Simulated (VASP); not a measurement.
# KAl2 (Cmcm) in VASP: single point with PBE

Aim: the single point of KAl2 with PBE.

Program: VASP 6.6.1. These are calculated values, not measurements. Logs are shortened: lines on timing, memory, paths and dates and some standing lists are left out, and cuts for length are marked.

## 1. The cell of the first run

It takes space group Cmcm (No. 63, orthorhombic). The conventional cell has a = 4.526 Å, b = 13.147 Å, c = 5.619 Å, α = 90.00°, β = 90.00°, γ = 90.00°. Within 4.7 Å of K (site symmetry m2m) lie 11 Al at 3.55 to 3.98 Å and 6 K at 3.71 to 4.53 Å. Within 3.6 Å of Al (site symmetry m2m) lie 6 Al at 2.75 to 3.13 Å and 3 K at 3.55 Å. Within 3.6 Å of Al (site symmetry 2/m) lie 6 Al at 2.75 to 2.81 Å.

## 2. Single point, PBE

File INCAR:

```
  PREC = Accurate
  ENCUT = 520
  EDIFF = 1E-6
  ISMEAR = 0
  SIGMA = 0.1
  LREAL = F
  LASPH = T
  NELM = 80
  ALGO = Fast
  ISIF = 2
  LWAVE = F
  LCHARG = T
  GGA = PE
  LELF = T
  LVHAR = T
  NBANDS = 24
```

File KPOINTS:

```
regular mesh
0
Gamma
  8 8 8
```

File POSCAR:

```
KAl2
1.0
    2.2628425739     -6.5736502714      0.0000000000
    2.2628425739      6.5736502714      0.0000000000
    0.0000000000      0.0000000000      5.6189895836
K Al
2 4
Direct
    0.2171622777      0.7828377223      0.7500000000
    0.7828377223      0.2171622777      0.2500000000
    0.0526114000      0.9473886000      0.2500000000
    0.9473886000      0.0526114000      0.7500000000
    0.5000000000      0.5000000000      0.0000000000
    0.5000000000      0.5000000000      0.5000000000
```

Potentials or basis: VASP PAW PBE potentials, release 64 (K_sv, Al).

The run is started by

```sh
> cat potpaw_PBE.64/K_sv/POTCAR potpaw_PBE.64/Al/POTCAR > POTCAR
> mpirun -np 1 vasp_std > vasp.out
```

OUTCAR:

```text
PREC = Accurate
   ENCUT = 520
   EDIFF = 1E-6
   ISMEAR = 0
   LREAL = F
   LASPH = T
   NELM = 80
   ISIF = 2
   GGA = PE

 ion  position               nearest neighbor table
   1  0.217  0.783  0.750-   3 3.55   3 3.55   4 3.55   2 3.71   2 3.71   2 3.71   2 3.71
   2  0.783  0.217  0.250-   4 3.55   4 3.55   3 3.55   1 3.71   1 3.71   1 3.71   1 3.71
   3  0.053  0.947  0.250-   5 2.75   6 2.75   5 2.75   6 2.75   4 3.13   4 3.13   1 3.55   1 3.55
                             2 3.55
   4  0.947  0.053  0.750-   5 2.75   6 2.75   5 2.75   6 2.75   3 3.13   3 3.13   2 3.55   2 3.55
                             1 3.55
   5  0.500  0.500  0.000-   3 2.75   4 2.75   3 2.75   4 2.75   6 2.81   6 2.81
   6  0.500  0.500  0.500-   3 2.75   4 2.75   3 2.75   4 2.75   5 2.81   5 2.81

  LATTYP: Found a base centered orthorhombic cell.
 ALAT       =     4.5256851478
 B/A-ratio  =     2.9050409194
 C/A-ratio  =     1.2415776617

  Lattice vectors:

 A1 = (   2.2628425739,  -6.5736502714,   0.0000000000)
 A2 = (   2.2628425739,   6.5736502714,   0.0000000000)
 A3 = (   0.0000000000,   0.0000000000,   5.6189895836)

Analysis of symmetry for initial positions (statically):
=====================================================================
 Subroutine PRICEL returns:
 Original cell was already a primitive cell.

 Routine SETGRP: Setting up the symmetry group for a
 base centered orthorhombic supercell.

 Subroutine GETGRP returns: Found  8 space group operations
 (whereof  4 operations were pure point group operations)
 out of a pool of  8 trial point group operations.

The static configuration has the point symmetry C_2h.
 The point group associated with its full space group is D_2h.

Analysis of symmetry for dynamics (positions and initial velocities):
=====================================================================
 Subroutine PRICEL returns:
 Original cell was already a primitive cell.

 Routine SETGRP: Setting up the symmetry group for a
 base centered orthorhombic supercell.

 Subroutine GETGRP returns: Found  8 space group operations
 (whereof  4 operations were pure point group operations)
 out of a pool of  8 trial point group operations.

The dynamic configuration has the point symmetry C_2h.
 The point group associated with its full space group is D_2h.

 Subroutine INISYM returns: Found  8 space group operations
 (whereof  4 operations are pure point group operations),
 and found     1 'primitive' translations

----------------------------------------------------------------------------------------

                                     Primitive cell

  volume of cell :     167.1665

  direct lattice vectors                    reciprocal lattice vectors
     2.262842574 -6.573650271  0.000000000     0.220961019 -0.076061241  0.000000000
     2.262842574  6.573650271  0.000000000     0.220961019  0.076061241  0.000000000
     0.000000000  0.000000000  5.618989584     0.000000000  0.000000000  0.177967940

  length of vectors
     6.952217949  6.952217949  5.618989584     0.233685866  0.233685866  0.177967940

  position of ions in fractional coordinates (direct lattice)
     0.217162278  0.782837722  0.750000000
     0.782837722  0.217162278  0.250000000
     0.052611400  0.947388600  0.250000000
     0.947388600  0.052611400  0.750000000
     0.500000000  0.500000000  0.000000000
     0.500000000  0.500000000  0.500000000

  ion indices of the primitive-cell ions
   primitive index   ion index
                 1           1
                 2           2
                 3           3
                 4           4
                 5           5
                 6           6

----------------------------------------------------------------------------------------

 KPOINTS: regular mesh

Automatic generation of k-mesh.
 Grid dimensions read from file:
 generate k-points for:    8    8    8

 Generating k-lattice:

  Cartesian coordinates                     Fractional coordinates (reciprocal lattice)
     0.027620127 -0.009507655  0.000000000     0.125000000  0.000000000  0.000000000
     0.027620127  0.009507655  0.000000000     0.000000000  0.125000000  0.000000000
     0.000000000  0.000000000  0.022245992     0.000000000  0.000000000  0.125000000

  Length of vectors
     0.029210733  0.029210733  0.022245992

  Shift w.r.t. Gamma in fractional coordinates (k-lattice)
     0.000000000  0.000000000  0.000000000

 Subroutine IBZKPT returns following result:
 ===========================================

 Found    105 irreducible k-points:

 Following reciprocal coordinates:
            Coordinates               Weight
  0.000000  0.000000  0.000000      1.000000
  0.125000 -0.000000  0.000000      4.000000
  0.250000 -0.000000  0.000000      4.000000
  0.375000 -0.000000  0.000000      4.000000
  0.500000 -0.000000  0.000000      2.000000
  0.125000  0.125000  0.000000      2.000000
[... 16 lines left out ...]
  0.125000 -0.000000  0.125000      8.000000
  0.250000 -0.000000  0.125000      8.000000
 [... further k-points ...]
   k-points           NKPTS =    105   k-points in BZ     NKDIM =    105   number of bands    NBANDS=     24
   number of dos      NEDOS =    301   number of ions     NIONS =      6
   total plane-waves  NPLWV = 122472
   dimension x,y,z NGX =    54 NGY =   54 NGZ =   42
   dimension x,y,z NGXF=   108 NGYF=  108 NGZF=   84
   ions per type =               2   4
   NGX,Y,Z   is equivalent  to a cutoff of  12.91, 12.91, 12.43 a.u.
   NGXF,Y,Z  is equivalent  to a cutoff of  25.83, 25.83, 24.85 a.u.
 SYSTEM =  unknown system
   PREC   = accura    normal or accurate (medium, high low for compatibility)
   ISTART =      0    job   : 0-new  1-cont  2-samecut
   ICHARG =      2    charge: 1-file 2-atom 10-const
   ISPIN  =      1    spin polarized calculation?
   LNONCOLLINEAR =      F non collinear calculations
   LSORBIT =      F    spin-orbit coupling
   LASPH  =      T    aspherical Exc in radial PAW
   ENCUT  =  520.0 eV  38.22 Ry    6.18 a.u.  12.93 12.93 10.45*2*pi/ulx,y,z
   NELM   =     80;   NELMIN=  2; NELMDL= -5     # of ELM steps
   EDIFF  = 0.1E-05   stopping-criterion for ELM
   LREAL  =      F    real-space projection
   EDIFFG = 0.1E-04   stopping-criterion for IOM
   NSW    =      0    number of steps for IOM
   IBRION =     -1    ionic relax: 0-MD 1-quasi-New 2-CG
   NFREE  =      0    steps in history (QN), initial steepest desc. (CG)
   ISIF   =      2    stress and relaxation
   ISYM   =      2    0-nonsym 1-usesym 2-fastsym
   POTIM  = 0.5000    time-step for ionic-motion
   TEBEG  =    0.0;   TEEND  =   0.0 temperature during run
   PSTRESS=    0.0 pullay stress
   NELECT =      30.0000    total number of electrons
   NUPDOWN=      -1.0000    fix difference up-down
   EMIN   =  10.00;   EMAX   =-10.00  energy-range for DOS
   EFERMI =   0.00;   METHOD = LEGACY
   ISMEAR =     0;   SIGMA  =   0.10  broadening in eV -4-tet -1-fermi 0-gaus
   EFERMI_NEDOS =   21; number of points for ismear=-14 and -15
   IALGO  =     68    algorithm
   IMIX   =      4    mixing-type and parameters
     AMIX     =   0.40;   BMIX     =  1.00
     AMIX_MAG =   1.60;   BMIX_MAG =  1.00
  volume/ion in A,a.u.               =      27.86       188.02
  Fermi-wavevector in a.u.,A,eV,Ry     =   0.923419  1.745009 11.601727  0.852703
  Thomas-Fermi vector in A             =   2.049054
   LORBIT       =      0    0 simple, 1 ext, 2 COOP (PROOUT), +10 PAW based schemes
   GGA     = PE    functional components
   LHFCALC =     F    Hartree Fock is set to
   AEXX    =    0.0000 exact exchange contribution
   IVDW    =     0    specifies the selected vdW correction
   LEPSILON=     F    determine dielectric tensor
   LRPA    =     F    only Hartree local field effects (RPA)
 non-spin polarized calculation
 RMM-DIIS sequential band-by-band and
 Gauss-broadening in eV      SIGMA  =   0.10
  energy-cutoff  :      520.00
  volume of cell :      167.17
 maximum number of plane-waves:      4541
 NGX is ok and might be reduce to    54
   NGX = 25   NGY = 25   NGZ = 21

 number of electron      30.0000001 magnetization

 Free energy of the ion-electron system (eV)
  ---------------------------------------------------
  ext. energy  EPLUGINS =         0.00000000
  ---------------------------------------------------
  free energy    TOTEN  =       -16.13717418 eV

  energy without entropy =      -16.11783992  energy(sigma->0) =      -16.12750705

 E-fermi :   3.2554     XC(G=0):  -8.2254

 val. band max:        3.2449478361   @ k =   0.3750   0.1250   0.3750
 cond. band min:       3.2571588757   @ k =   0.2500   0.2500   0.3750
 fundamental gap:      0.0122110396
 Fermi energy:         3.2554369321

 k-point     1 :       0.0000    0.0000    0.0000
  band No.  band energies     occupation
      1     -28.1183      2.00000
      2     -28.0644      2.00000
      3     -11.8354      2.00000
      4     -11.7104      2.00000
      5     -11.5706      2.00000
      6     -11.5201      2.00000
[... 16 lines left out ...]
     23       7.5040      0.00000
     24       7.7114      0.00000

 k-point     2 :       0.1250   -0.0000    0.0000
  band No.  band energies     occupation
      1     -28.1159      2.00000
      2     -28.0661      2.00000
      3     -11.8222      2.00000
      4     -11.7146      2.00000
      5     -11.5652      2.00000
      6     -11.5500      2.00000
[... 16 lines left out ...]
     23       7.3853      0.00000
     24       7.9086      0.00000

 k-point     3 :       0.2500   -0.0000    0.0000
  band No.  band energies     occupation
      1     -28.1093      2.00000
      2     -28.0711      2.00000
      3     -11.7845      2.00000
      4     -11.7208      2.00000
      5     -11.5976      2.00000
      6     -11.5520      2.00000
[... 16 lines left out ...]
     23       7.2395      0.00000
     24       7.4408      0.00000
[... 514 lines left out ...]
 k-point    23 :       0.1250   -0.0000    0.1250
  band No.  band energies     occupation
      1     -28.1140      2.00000
      2     -28.0680      2.00000
      3     -11.8185      2.00000
      4     -11.7036      2.00000
      5     -11.5760      2.00000
      6     -11.5606      2.00000
[... 16 lines left out ...]
     23       7.1007      0.00000
     24       7.8218      0.00000

 k-point    24 :       0.2500   -0.0000    0.1250
  band No.  band energies     occupation
      1     -28.1078      2.00000
      2     -28.0725      2.00000
      3     -11.7992      2.00000
      4     -11.6953      2.00000
      5     -11.6325      2.00000
      6     -11.5479      2.00000
[... 16 lines left out ...]
     23       7.3786      0.00000
     24       7.5264      0.00000

 [... further k-points ...]
[... 5 lines left out ...]
  --------------------------------------------------------------------------------------
  -------------------------------------------------------------------------------------
  Total       -0.0360994      0.0226421     -0.0029409      0.0000000      0.0000000      0.0000000
  in kB       -0.3459883      0.2170088     -0.0281864      0.0000000      0.0000000      0.0000000
  external PRESSURE =      -0.0523886 kB  Pullay stress =       0.0000000 kB

 VOLUME and BASIS-vectors are now :
 -----------------------------------------------------------------------------
  energy-cutoff  :      520.00
  volume of cell :      167.17
      direct lattice vectors                 reciprocal lattice vectors
     2.262842574 -6.573650271  0.000000000     0.220961019 -0.076061241  0.000000000
     2.262842574  6.573650271  0.000000000     0.220961019  0.076061241  0.000000000
     0.000000000  0.000000000  5.618989584     0.000000000  0.000000000  0.177967940

 POSITION                                       TOTAL-FORCE (eV/Angst)
 -----------------------------------------------------------------------------------
      2.26284      3.71855      4.21424        -0.000000     -0.000485      0.000000
      2.26284     -3.71855      1.40475        -0.000000      0.000485     -0.000000
      2.26284      5.88195      1.40475        -0.000000      0.003630     -0.000000
      2.26284     -5.88195      4.21424        -0.000000     -0.003630      0.000000
      2.26284      0.00000      0.00000        -0.000000     -0.000000     -0.000000
      2.26284      0.00000      2.80949         0.000000      0.000000     -0.000000
 -----------------------------------------------------------------------------------
    total drift:                                0.000000      0.000000      0.000000

  FREE ENERGIE OF THE ION-ELECTRON SYSTEM (eV)
  ---------------------------------------------------
  free  energy   TOTEN  =       -16.1371741766 eV

  energy  without entropy=      -16.1178399248  energy(sigma->0) =      -16.12750705
```

Wall time 10 min (1 thread of Intel Xeon Platinum 8488C (Sapphire Rapids), shared host); peak memory 0.57 GiB.

Results:

- Free energy: -16.1372 eV
- Pressure: 0.0 GPa
- Largest force: 0.004 eV/Å
- Band gap on the k mesh: zero (bands 15 and 16 overlap by 1.68 eV)

Forces on the atoms (eV/Å):
```
K    0.000  0.000  0.000
K    0.000  0.000  0.000
Al   0.000  0.004  0.000
Al   0.000 -0.004  0.000
Al   0.000  0.000  0.000
Al   0.000  0.000  0.000
```
